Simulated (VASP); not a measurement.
AlN, 2 atoms in the cell. The structure is tetragonal, space group I-4m2 (No. 119). Conventional cell: a = 3.039 Å, b = 3.039 Å, c = 4.370 Å, α = 90.00°, β = 90.00°, γ = 90.00°. Al (site symmetry -4m2) has 4 N at 1.87 Å within 2.5 Å. Within 2.5 Å of N (site symmetry -4m2) lie 4 Al at 1.87 Å.  This cell differs from its parent crystal: biaxial xy strain -1.6%.

* Program: VASP 6.6.1
* Task: single point
* Functional: PBE
* Potentials or basis: VASP PAW PBE potentials, release 64 (Al, N)
* Cutoff: 520 eV
* k mesh: 10 × 10 × 10
* Occupations: fermi-dirac, width 0.02 eV
* Spin: no spin polarisation
* Dipole correction: no
* Further INCAR settings: ALGO = Normal; EDIFF = 1e-07; NBANDS = 11

Potentials or basis: VASP PAW PBE potentials, release 64 (Al, N).

The run is started by

```sh
$ cat potpaw_PBE.64/Al/POTCAR potpaw_PBE.64/N/POTCAR > POTCAR
$ mpirun -np 1 vasp_std > vasp.out
```

Hardware: 1 thread of Intel Xeon 6975P-C, on a shared host.

Q: Estimate the wall time of this run.

A: Run time: 11 s on 1 thread of Intel Xeon 6975P-C (shared host), peak memory 0.14 GiB. Counts: scf iterations 12, k points 102.
